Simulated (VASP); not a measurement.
Here is a VASP 6.6.1 calculation.

File INCAR:

```
  ALGO = Normal
  EDIFF = 1E-6
  ENCUT = 840
  GGA = PE
  GGA_COMPAT = False
  ISIF = 2
  ISMEAR = -5
  LASPH = True
  LCHARG = False
  LREAL = False
  LWAVE = False
  NBANDS = 11
  NELM = 120
  PREC = Accurate
  SIGMA = 0.1
```

File KPOINTS:

```
k-points
0
Gamma
  10 10 10
```

Contents of POSCAR:

```
Mg
1.0
   -1.8359916300      1.8359916300      1.6794040200
    1.8359916300     -1.8359916300      1.6794040200
    1.8359916300      1.8359916300     -1.6794040200
Mg
1
Direct
    0.0000000000      0.0000000000      0.0000000000
```

Potentials or basis: VASP PAW PBE potentials, release 64 (Mg_sv).

Run with:

```bash
$ cat potpaw_PBE.64/Mg_sv/POTCAR > POTCAR
$ mpirun -np 1 vasp_std > vasp.out
```

**Question.** Estimate the pressure.

**Answer.** -0.2 GPa.

**Question.** Predict the band gap on the k mesh.

**Answer.** Zero (bands 5 and 6 overlap by 4.55 eV).

Stress tensor (GPa, compression positive):
```
-0.23  0.00  0.00
 0.00 -0.23  0.00
 0.00  0.00 -0.15
```

Caveat: tetrahedron occupations give inexact forces and stress in metals.
